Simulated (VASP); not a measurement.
**Ir: single point with PBEsol**

Ir:

```
Ir
1.0
     2.49136    0.00000    0.00000
    -1.24568    2.15758    0.00000
     0.00000    0.00000    5.25046
Ir
2
Cartesian
  1.2457 0.7192 3.9378
  0.0000 1.4384 1.3126
```

This isn't the form of Ir at room conditions, which is fcc.

This cell differs from its parent crystal: ratio of the length along z to the lengths across it x 1.3, volume and fractional coordinates fixed.

| Item | Value |
| --- | --- |
| Program | VASP 6.6.1 |
| Task | single point |
| Functional | PBEsol |
| Potentials or basis | VASP PAW PBE potentials, release 64 (Ir) |
| Cutoff | 520 eV |
| k mesh | 30 × 30 × 16 |
| Occupations | gaussian, width 0.15 eV |
| Spin | no spin polarisation |

```json
{
 "Pressure": "36.3 GPa",
 "Band gap on the k mesh": "zero (bands 9 and 10 overlap by 3.82 eV)"
}
```

Stress tensor (GPa, compression positive):
```
 73.12   0.00   0.00
  0.00  73.12   0.00
  0.00   0.00 -37.36
```

Levels at points of the mesh, in eV from the Fermi level:
```tsv
k point	band 7	band 8	band 9	band 10	band 11	band 12
(0.00, 0.00, 0.00)	-3.57	-2.58	0.04	0.04	0.98	0.98
(0.50, 0.00, 0.00)	-1.82	0.37	2.90	2.97	3.39	4.96
(0.00, 0.00, 0.50)	-3.69	-3.69	0.55	0.55	0.55	0.55
(0.50, 0.00, 0.50)	-0.74	-0.74	2.11	2.11	2.93	2.93
```

It took 3.2 min on 1 thread of Intel(R) Xeon(R) 6975P-C (Granite Rapids), with other jobs on the host, peak memory 0.41 GiB.

Caveat: the cell stands under pressure; the PAW data sets were made with another functional, which shifts forces and pressure a little; spin-orbit coupling is left out, which moves the levels of the heavy elements.
